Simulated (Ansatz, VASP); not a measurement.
**CoSiGe3: VASP beside Ansatz**

```
CELL_PARAMETERS angstrom
5.33173 0.00000 0.00000
-2.66586 4.61741 0.00000
0.00000 0.00000 4.27899
ATOMIC_POSITIONS crystal
Co 0.00000 0.00000 0.00000
Si 0.00000 0.00000 0.50000
Ge 0.50000 0.00000 0.00000
Ge 0.00000 0.50000 0.00000
Ge 0.50000 0.50000 0.00000
```

Alike in both runs: functional PBE; k mesh 12 × 12 × 10; occupations gaussian, width 0.1 eV; no spin polarisation.

Ansatz relaxed the structure, and its values are those at the end. VASP's run is a single point on that final structure, the one shown.

|  | VASP | Ansatz |
| --- | --- | --- |
| version | VASP 6.6.1 | Ansatz 0.2.0 |
| potentials or method | VASP PAW PBE potentials, release 64 (Co, Si, Ge_d), cutoff 520 eV | scalar-relativistic, plane waves, PAW |
| valence electrons in the cell | 55 | 63 |

```csv
,VASP,Ansatz,Ansatz less VASP
gap on the k mesh at the Fermi level (eV),none,none,-
pressure (GPa),0.1,0.0,-0.11
```

A gap of «none» marks a metal or a gap that the smearing closes. VASP's potentials hold 55 valence electrons a cell and Ansatz's 63, so a difference there can come from the potentials and not from the codes.
